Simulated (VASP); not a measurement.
# NbP (I4_1md) in VASP: a series of runs

The runs below take NbP through single point, with LDA, PBEsol, RPBE+D3(BJ), PBE.

Everything below comes from runs of VASP 6.6.1. Logs are shortened: lines on timing, memory, paths and dates and some standing lists are left out, and cuts for length are marked.

### 1 The cell of the first run

It takes space group I4_1md (No. 109, tetragonal). The conventional cell has a = 3.350 Å, b = 3.350 Å, c = 11.480 Å, α = 90.00°, β = 90.00°, γ = 90.00°. Within 3.4 Å of Nb (site symmetry 2mm) lie 6 P at 2.55 Å and 8 Nb at 3.32 to 3.35 Å. P (site symmetry 2mm) has 6 Nb at 2.55 Å and 8 P at 3.32 to 3.35 Å within 3.4 Å.

### 2 Single point, LDA

File INCAR:

```
  ALGO = Normal
  EDIFF = 1E-7
  ENCUT = 520
  GGA = CA
  ISIF = 2
  ISMEAR = -1
  LASPH = True
  LCHARG = True
  LELF = True
  LREAL = False
  LVHAR = True
  LWAVE = False
  NBANDS = 26
  NELM = 100
  PREC = Accurate
  SIGMA = 0.05
```

File KPOINTS:

```
k-points
0
Gamma
  11 11 11
```

File POSCAR:

```
NbP
1.0
   -1.6749232544      1.6749232544      5.7401081759
    1.6749232544     -1.6749232544      5.7401081759
    1.6749232544      1.6749232544     -5.7401081759
Nb P
2 2
Direct
    0.2498808000      0.7498808000      0.5000000000
    0.4998808000      0.4998808000      0.0000000000
    0.8327477700      0.3327477700      0.5000000000
    0.0827477700      0.0827477700      0.0000000000
```

Potentials or basis: VASP PAW LDA potentials, release 64 (Nb_sv, P).

Started as:

```
> cat potpaw_LDA.64/Nb_sv/POTCAR potpaw_LDA.64/P/POTCAR > POTCAR
> mpirun -np 1 vasp_std > vasp.out
```

OUTCAR:

```text
EDIFF = 1E-7
   ENCUT = 520
   GGA = CA
   ISIF = 2
   ISMEAR = -1
   LASPH = True
   LREAL = False
   NELM = 100
   PREC = Accurate

 ion  position               nearest neighbor table
   1  0.250  0.750  0.500-   4 2.55   4 2.55   3 2.55   3 2.55   3 2.55   3 2.55
   2  0.500  0.500  0.000-   3 2.55   3 2.55   4 2.55   4 2.55   4 2.55   4 2.55
   3  0.833  0.333  0.500-   2 2.55   2 2.55   1 2.55   1 2.55   1 2.55   1 2.55
   4  0.083  0.083  0.000-   1 2.55   1 2.55   2 2.55   2 2.55   2 2.55   2 2.55

  LATTYP: Found a body centered tetragonal cell.
 ALAT       =     3.3498465088
 C/A-ratio  =     3.4270872775

  Lattice vectors:

 A1 = (  -1.6749232544,   1.6749232544,   5.7401081759)
 A2 = (   1.6749232544,  -1.6749232544,   5.7401081759)
 A3 = (   1.6749232544,   1.6749232544,  -5.7401081759)

Analysis of symmetry for initial positions (statically):
=====================================================================
 Subroutine PRICEL returns:
 Original cell was already a primitive cell.

 Routine SETGRP: Setting up the symmetry group for a
 body centered tetragonal supercell.

 Subroutine GETGRP returns: Found  8 space group operations
 (whereof  4 operations were pure point group operations)
 out of a pool of 16 trial point group operations.

The static configuration has the point symmetry C_2v.
 The point group associated with its full space group is C_4v.

Analysis of symmetry for dynamics (positions and initial velocities):
=====================================================================
 Subroutine PRICEL returns:
 Original cell was already a primitive cell.

 Routine SETGRP: Setting up the symmetry group for a
 body centered tetragonal supercell.

 Subroutine GETGRP returns: Found  8 space group operations
 (whereof  4 operations were pure point group operations)
 out of a pool of 16 trial point group operations.

The dynamic configuration has the point symmetry C_2v.
 The point group associated with its full space group is C_4v.

 Subroutine INISYM returns: Found  8 space group operations
 (whereof  4 operations are pure point group operations),
 and found     1 'primitive' translations

----------------------------------------------------------------------------------------

                                     Primitive cell

  volume of cell :      64.4125

  direct lattice vectors                    reciprocal lattice vectors
    -1.674923254  1.674923254  5.740108176     0.000000000  0.298521140  0.087106372
     1.674923254 -1.674923254  5.740108176     0.298521140  0.000000000  0.087106372
     1.674923254  1.674923254 -5.740108176     0.298521140  0.298521140  0.000000000

  length of vectors
     6.209635874  6.209635874  6.209635874     0.310970081  0.310970081  0.422172645

  position of ions in fractional coordinates (direct lattice)
     0.249880800  0.749880800  0.500000000
     0.499880800  0.499880800  0.000000000
     0.832747770  0.332747770  0.500000000
     0.082747770  0.082747770  0.000000000

  ion indices of the primitive-cell ions
   primitive index   ion index
                 1           1
                 2           2
                 3           3
                 4           4

----------------------------------------------------------------------------------------

 KPOINTS: k-points

Automatic generation of k-mesh.
 Grid dimensions read from file:
 generate k-points for:   11   11   11

 Generating k-lattice:

  Cartesian coordinates                     Fractional coordinates (reciprocal lattice)
     0.000000000  0.027138285  0.007918761     0.090909091  0.000000000 -0.000000000
     0.027138285  0.000000000  0.007918761     0.000000000  0.090909091 -0.000000000
     0.027138285  0.027138285  0.000000000     0.000000000  0.000000000  0.090909091

  Length of vectors
     0.028270007  0.028270007  0.038379331

  Shift w.r.t. Gamma in fractional coordinates (k-lattice)
     0.000000000  0.000000000  0.000000000

 Subroutine IBZKPT returns following result:
 ===========================================

 Found    126 irreducible k-points:

 Following reciprocal coordinates:
            Coordinates               Weight
  0.000000  0.000000  0.000000      1.000000
  0.090909  0.000000 -0.000000      8.000000
  0.181818 -0.000000  0.000000      8.000000
  0.272727 -0.000000  0.000000      8.000000
  0.363636 -0.000000  0.000000      8.000000
  0.454545  0.000000  0.000000      8.000000
[... 16 lines left out ...]
 -0.272727  0.181818  0.000000     16.000000
 -0.181818  0.181818  0.000000      4.000000
 [... further k-points ...]
   k-points           NKPTS =    126   k-points in BZ     NKDIM =    126   number of bands    NBANDS=     26
   number of dos      NEDOS =    301   number of ions     NIONS =      4
   total plane-waves  NPLWV = 110592
   dimension x,y,z NGX =    48 NGY =   48 NGZ =   48
   dimension x,y,z NGXF=    96 NGYF=   96 NGZF=   96
   ions per type =               2   2
   NGX,Y,Z   is equivalent  to a cutoff of  12.85, 12.85, 12.85 a.u.
   NGXF,Y,Z  is equivalent  to a cutoff of  25.70, 25.70, 25.70 a.u.
 SYSTEM =  unknown system
   PREC   = accura    normal or accurate (medium, high low for compatibility)
   ISTART =      0    job   : 0-new  1-cont  2-samecut
   ICHARG =      2    charge: 1-file 2-atom 10-const
   ISPIN  =      1    spin polarized calculation?
   LNONCOLLINEAR =      F non collinear calculations
   LSORBIT =      F    spin-orbit coupling
   LASPH  =      T    aspherical Exc in radial PAW
   ENCUT  =  520.0 eV  38.22 Ry    6.18 a.u.  11.55 11.55 11.55*2*pi/ulx,y,z
   NELM   =    100;   NELMIN=  2; NELMDL= -5     # of ELM steps
   EDIFF  = 0.1E-06   stopping-criterion for ELM
   LREAL  =      F    real-space projection
   EDIFFG = 0.1E-05   stopping-criterion for IOM
   NSW    =      0    number of steps for IOM
   IBRION =     -1    ionic relax: 0-MD 1-quasi-New 2-CG
   NFREE  =      0    steps in history (QN), initial steepest desc. (CG)
   ISIF   =      2    stress and relaxation
   ISYM   =      2    0-nonsym 1-usesym 2-fastsym
   POTIM  = 0.5000    time-step for ionic-motion
   TEBEG  =    0.0;   TEEND  =   0.0 temperature during run
   PSTRESS=    0.0 pullay stress
   NELECT =      36.0000    total number of electrons
   NUPDOWN=      -1.0000    fix difference up-down
   EMIN   =  10.00;   EMAX   =-10.00  energy-range for DOS
   EFERMI =   0.00;   METHOD = LEGACY
   ISMEAR =    -1;   SIGMA  =   0.05  broadening in eV -4-tet -1-fermi 0-gaus
   EFERMI_NEDOS =   21; number of points for ismear=-14 and -15
   IALGO  =     38    algorithm
   IMIX   =      4    mixing-type and parameters
     AMIX     =   0.40;   BMIX     =  1.00
     AMIX_MAG =   1.60;   BMIX_MAG =  1.00
  volume/ion in A,a.u.               =      16.10       108.67
  Fermi-wavevector in a.u.,A,eV,Ry     =   1.348504  2.548304 24.741706  1.818464
  Thomas-Fermi vector in A             =   2.476168
   LORBIT       =      0    0 simple, 1 ext, 2 COOP (PROOUT), +10 PAW based schemes
   GGA     = CA    functional components
   LHFCALC =     F    Hartree Fock is set to
   AEXX    =    0.0000 exact exchange contribution
   IVDW    =     0    specifies the selected vdW correction
   LEPSILON=     F    determine dielectric tensor
   LRPA    =     F    only Hartree local field effects (RPA)
 non-spin polarized calculation
  energy-cutoff  :      520.00
  volume of cell :       64.41
 maximum number of plane-waves:      1751
 NGX is ok and might be reduce to    48
   NGX = 23   NGY = 23   NGZ = 23

 number of electron      35.9999999 magnetization

 Free energy of the ion-electron system (eV)
  ---------------------------------------------------
  ext. energy  EPLUGINS =         0.00000000
  ---------------------------------------------------
  free energy    TOTEN  =       -38.93848622 eV

  energy without entropy =      -38.93276183  energy(sigma->0) =      -38.93562402

 E-fermi :  10.4076     XC(G=0): -12.1519

 val. band max:       10.3954511511   @ k =  -0.0909   0.4545   0.0909
 cond. band min:      10.4359330067   @ k =  -0.0909  -0.4545   0.0909
 fundamental gap:      0.0404818556
 Fermi energy:        10.4076452480

 k-point     1 :       0.0000    0.0000    0.0000
  band No.  band energies     occupation
      1     -44.2052      2.00000
      2     -44.1672      2.00000
      3     -20.6398      2.00000
      4     -20.4395      2.00000
      5     -20.4395      2.00000
      6     -20.2916      2.00000
[... 18 lines left out ...]
     25      14.4753      0.00000
     26      14.4758      0.00000

 k-point     2 :       0.0909    0.0000   -0.0000
  band No.  band energies     occupation
      1     -44.2032      2.00000
      2     -44.1664      2.00000
      3     -20.6322      2.00000
      4     -20.4617      2.00000
      5     -20.4378      2.00000
      6     -20.3140      2.00000
[... 18 lines left out ...]
     25      14.4930      0.00000
     26      14.8637      0.00000

 k-point     3 :       0.1818   -0.0000    0.0000
  band No.  band energies     occupation
      1     -44.1977      2.00000
      2     -44.1644      2.00000
      3     -20.6149      2.00000
      4     -20.5171      2.00000
      5     -20.4330      2.00000
      6     -20.3691      2.00000
[... 18 lines left out ...]
     25      14.8948      0.00000
     26      15.6857      0.00000

 k-point     4 :       0.2727   -0.0000    0.0000
  band No.  band energies     occupation
      1     -44.1903      2.00000
      2     -44.1619      2.00000
      3     -20.6284      2.00000
      4     -20.5528      2.00000
      5     -20.4344      2.00000
      6     -20.4267      2.00000
[... 18 lines left out ...]
     25      15.1218      0.00000
     26      16.4235      0.00000

 k-point     5 :       0.3636   -0.0000    0.0000
  band No.  band energies     occupation
      1     -44.1830      2.00000
      2     -44.1601      2.00000
      3     -20.6887      2.00000
      4     -20.5506      2.00000
      5     -20.4738      2.00000
      6     -20.4208      2.00000
[... 18 lines left out ...]
     25      14.8580      0.00000
     26      16.7169      0.00000

 k-point     6 :       0.4545    0.0000    0.0000
  band No.  band energies     occupation
      1     -44.1784      2.00000
      2     -44.1594      2.00000
      3     -20.7290      2.00000
      4     -20.5676      2.00000
      5     -20.4695      2.00000
      6     -20.4174      2.00000
[... 427 lines left out ...]
 k-point    21 :      -0.4545    0.1818    0.0000
  band No.  band energies     occupation
      1     -44.1726      2.00000
      2     -44.1552      2.00000
      3     -20.7150      2.00000
      4     -20.5546      2.00000
      5     -20.5004      2.00000
      6     -20.4552      2.00000
[... 18 lines left out ...]
     25      14.7959      0.00000
     26      16.5970      0.00000

 k-point    22 :      -0.3636    0.1818    0.0000
  band No.  band energies     occupation
      1     -44.1778      2.00000
      2     -44.1553      2.00000
      3     -20.6753      2.00000
      4     -20.5443      2.00000
      5     -20.4951      2.00000
      6     -20.4668      2.00000
[... 18 lines left out ...]
     25      15.0028      0.00000
     26      16.6196      0.00000

 k-point    23 :      -0.2727    0.1818    0.0000
  band No.  band energies     occupation
      1     -44.1849      2.00000
      2     -44.1572      2.00000
      3     -20.6163      2.00000
      4     -20.5521      2.00000
      5     -20.4945      2.00000
      6     -20.4280      2.00000
[... 18 lines left out ...]
     25      15.0607      0.00000
     26      16.1899      0.00000

 k-point    24 :      -0.1818    0.1818    0.0000
  band No.  band energies     occupation
      1     -44.1917      2.00000
      2     -44.1601      2.00000
      3     -20.6029      2.00000
      4     -20.5208      2.00000
      5     -20.4957      2.00000
      6     -20.3686      2.00000
[... 18 lines left out ...]
     25      14.5685      0.00000
     26      15.7866      0.00000

 [... further k-points ...]

------------------------ aborting loop because EDIFF is reached ----------------------------------------

  FORCE on cell =-STRESS in cart. coord.  units (eV):
  Direction    XX          YY          ZZ          XY          YZ          ZX
  --------------------------------------------------------------------------------------
  -------------------------------------------------------------------------------------
  Total       -3.8357911     -3.8357911     -3.7557550      0.0000000      0.0000000      0.0000000
  in kB      -95.4103822    -95.4103822    -93.4195875      0.0000000      0.0000000      0.0000000
  external PRESSURE =     -94.7467840 kB  Pullay stress =       0.0000000 kB

 VOLUME and BASIS-vectors are now :
 -----------------------------------------------------------------------------
  energy-cutoff  :      520.00
  volume of cell :       64.41
      direct lattice vectors                 reciprocal lattice vectors
    -1.674923254  1.674923254  5.740108176     0.000000000  0.298521140  0.087106372
     1.674923254 -1.674923254  5.740108176     0.298521140  0.000000000  0.087106372
     1.674923254  1.674923254 -5.740108176     0.298521140  0.298521140  0.000000000

 POSITION                                       TOTAL-FORCE (eV/Angst)
 -----------------------------------------------------------------------------------
      1.67492      0.00000      2.86869        -0.000000     -0.000000      0.015091
      0.00000      0.00000      5.73874         0.000000      0.000000      0.015091
      0.00000      1.67492      3.82002         0.000000      0.000000     -0.015091
      0.00000      0.00000      0.94996         0.000000      0.000000     -0.015091
 -----------------------------------------------------------------------------------
    total drift:                               -0.000000     -0.000000      0.000133

  FREE ENERGIE OF THE ION-ELECTRON SYSTEM (eV)
  ---------------------------------------------------
  free  energy   TOTEN  =       -38.9384862171 eV

  energy  without entropy=      -38.9327618297  energy(sigma->0) =      -38.93562402
```

Run time: 5.7 min. Hardware: 1 thread of Intel Xeon Platinum 8488C (Sapphire Rapids), shared host; peak memory 0.36 GiB.

What came out:

```yaml
Free_energy: -38.9385 eV
Pressure: -9.5 GPa
Largest_force: 0.015 eV/Å
Band_gap_on_the_k_mesh: zero (filled and empty bands touch)
```

Forces on the atoms (eV/Å):
```
Nb   0.000  0.000  0.015
Nb   0.000  0.000  0.015
P    0.000  0.000 -0.015
P    0.000  0.000 -0.015
```

Stress tensor (GPa, compression positive):
```
-9.54  0.00  0.00
 0.00 -9.54  0.00
 0.00  0.00 -9.34
```

Levels at points of the mesh, in eV from the Fermi level:
```
           k point  band 16  band 17  band 18  band 19  band 20  band 21
(0.00, 0.00, 0.00)    -1.71    -1.33    -1.33     0.83     1.59     2.64
```

### 3 Single point, PBEsol

File INCAR:

```
PREC = Accurate ; ENCUT = 520
EDIFF = 1E-7 ; ISMEAR = -1
SIGMA = 0.05 ; LREAL = F
LASPH = T ; NELM = 100
ALGO = Normal ; ISIF = 2
LWAVE = F ; LCHARG = F
GGA = PS ; NBANDS = 26
```

File KPOINTS:

```
regular mesh
0
Gamma
  11 11 11
```

POSCAR is that of step 2.

Potentials or basis: VASP PAW PBE potentials, release 64 (Nb_sv, P).

Started as:

```
> cat potpaw_PBE.64/Nb_sv/POTCAR potpaw_PBE.64/P/POTCAR > POTCAR
> mpirun -np 1 vasp_std > vasp.out
```

Wall time 4.9 min (1 thread of Intel Xeon 6975P-C (Granite Rapids), shared host); peak memory 0.43 GiB.

The run converged. Its results:

```
Free energy            : -37.7911 eV
Pressure               : -6.6 GPa
Largest force          : 0.017 eV/Å
Band gap on the k mesh : zero (filled and empty bands touch)
```

Forces in eV/Å, atoms in the order of the input:
```
Nb   0.000  0.000  0.017
Nb   0.000  0.000  0.017
P    0.000  0.000 -0.017
P    0.000  0.000 -0.017
```

Stress tensor (GPa, compression positive):
```
-6.51  0.00  0.00
 0.00 -6.51  0.00
 0.00  0.00 -6.73
```

Levels at points of the mesh, in eV from the Fermi level:
| k point | band 16 | band 17 | band 18 | band 19 | band 20 | band 21 |
| --- | --- | --- | --- | --- | --- | --- |
| (0.00, 0.00, 0.00) | -1.72 | -1.34 | -1.34 | 0.84 | 1.60 | 2.64 |

Caveat: the PAW data sets were made with another functional, which shifts forces and pressure a little.

[end of part 1 of 3]
